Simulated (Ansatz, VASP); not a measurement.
KZrN in VASP and in Ansatz

```
CELL_PARAMETERS angstrom
4.17854 0.00000 0.00000
-2.08927 3.61872 0.00000
0.00000 0.00000 3.54741
ATOMIC_POSITIONS crystal
K 0.33333 0.66667 0.50000
Zr 0.66667 0.33333 0.00000
N 0.00000 0.00000 0.50000
```

Change from the starting cell: species swapped into the TbZnSi type (P-6m2, No. 187).

Alike in both runs: functional PBE; k mesh 6 × 6 × 4; occupations gaussian, width 0.1 eV; no spin polarisation.

Ansatz relaxed the structure, and its values are those at the end. VASP's run is a single point on that final structure, the one shown.

|  | VASP | Ansatz |
| --- | --- | --- |
| version | VASP 6.6.1 | Ansatz 0.2.0 |
| potentials or method | VASP PAW PBE potentials, release 64 (K_sv, Zr_sv, N), cutoff 520 eV | scalar-relativistic, plane waves, PAW |
| valence electrons in the cell | 26 | 26 |

```csv
,VASP,Ansatz,Ansatz less VASP
gap on the k mesh at the Fermi level (eV),none,none,-
pressure (GPa),0.3,-0.2,-0.45
```

A gap of «none» marks a metal or a gap that the smearing closes. With one functional, cell and mesh, what is left measures potentials, basis and numerics.

The k mesh is coarse, so the values compare programs but aren't converged.
